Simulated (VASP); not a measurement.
Set up this calculation in VASP 6.6.1, as the native input.

- Task: single point
- Functional: LDA
- Potentials or basis: VASP PAW LDA potentials, release 64 (Sr_sv, Cl)
- Cutoff: 500 eV
- k mesh: 4 × 4 × 4
- Occupations: gaussian, width 0.05 eV
- Spin: no spin polarisation
- Dipole correction: no
- Further INCAR settings: ALGO = Normal; EDIFF = 1e-06; NBANDS = 19

The structure of SrCl2 lies in POSCAR:

```
SrCl2
1.0
    0.0000000000      3.3964685912      3.3964685912
    3.3964685912      0.0000000000      3.3964685912
    3.3964685912      3.3964685912      0.0000000000
Sr Cl
1 2
Direct
    0.0000000000      0.0000000000      0.0000000000
    0.2500000000      0.2500000000      0.2500000000
    0.7500000000      0.7500000000      0.7500000000
```

One way to write it, as run:

INCAR

```
SYSTEM = SrCl2
PREC = Accurate
ENCUT = 500
EDIFF = 1E-6
ISMEAR = 0
SIGMA = 0.05
LREAL = .FALSE.
LASPH = .TRUE.
NELM = 120
ALGO = Normal
ISIF = 2
LWAVE = .FALSE.
LCHARG = .TRUE.
LELF = .TRUE.
LVHAR = .TRUE.
NBANDS = 19
GGA_COMPAT = .FALSE.
```

KPOINTS

```
regular mesh
0
G
  4 4 4
  0 0 0
```

Potentials or basis: VASP PAW LDA potentials, release 64 (Sr_sv, Cl).

Command:

```bash
$ cat potpaw_LDA.64/Sr_sv/POTCAR potpaw_LDA.64/Cl/POTCAR > POTCAR
$ mpirun -np 1 vasp_std > vasp.out
```

Results of the run:

* Pressure: 0.3 GPa
* Band gap on the k mesh: 5.09 eV, direct

Wall time 23 s on 1 thread of Intel Xeon 8259CL, with other jobs on the host, peak memory 0.17 GiB.
